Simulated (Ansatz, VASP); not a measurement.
**One calculation of PtS2, two programs**

```
Pt S
1.0
     3.57338    0.00000    0.00000
    -1.78669    3.09464    0.00000
     0.00000    0.00000    4.71342
Pt S
1 2
Cartesian
  0.0000 0.0000 0.0000
  0.0000 2.0631 1.1947
  1.7867 1.0315 3.5187
```

Change from the starting cell: z stretched by -0.5 %, x and y held.

Alike in both runs: functional PBEsol; k mesh 10 × 10 × 6; no spin polarisation.

Ansatz relaxed the structure, and its values are those at the end. VASP's run is a single point on that final structure, the one shown.

|  | VASP | Ansatz |
| --- | --- | --- |
| version | VASP 6.6.1 | Ansatz 0.2.0 |
| potentials or method | VASP PAW PBE potentials, release 64 (Pt, S), cutoff 520 eV | all-electron LAPW, scalar-relativistic |
| occupations | gaussian, width 0.01 eV | fixed |

```csv
,VASP,Ansatz,Ansatz less VASP
gap on the k mesh at the Fermi level (eV),0.14,0.14,+0.001
pressure (GPa),-0.1,0.2,+0.26
rms of the force components (eV/Å),0.011,0.000,-0.0109
```

VASP's potentials were made for PBE, not for PBEsol. Ansatz ran all-electron here, and VASP with PAW potentials. Ansatz's warnings: metallic iterate.

Neither program's run includes spin-orbit coupling.
